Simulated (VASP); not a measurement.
Runs of VASP 6.6.1 on InAs. The structure is that of space group F-43m (No. 216), or close to it. The cells are those of the table. 

```tsv
cell	smearing	gap on the mesh (eV)	pressure (GPa)
a = 4.381 Å, angles 60.0°, 2 atoms	gaussian 0.1 eV	none	(a)
a = 4.395 Å, angles 60.0°, 2 atoms	gaussian 0.2 eV	none	(b)
a = 4.268 Å, angles 60.0°, 2 atoms	gaussian 0.1 eV	none	4.4
a = 4.277 Å, angles 60.0°, 2 atoms	gaussian 0.1 eV	none	4.0
a = 4.367 Å, angles 60.0°, 2 atoms	gaussian 0.2 eV	none	0.4
```

Alike in all rows: task single point; level PBE; potentials or basis VASP PAW PBE potentials, release 64 (In_d, As); no spin polarisation; k mesh 6 × 6 × 6; cutoff (eV) 500.

Question: Fill in the values left out.

Answer: (a) -0.1; (b) -0.6.

Caveats: spin-orbit coupling is left out, which moves the levels of the heavy elements.

A k mesh can miss the band edges, and the runs leave out spin-orbit coupling on As, In.

A gap of «none» marks levels without a gap at the run's occupations.
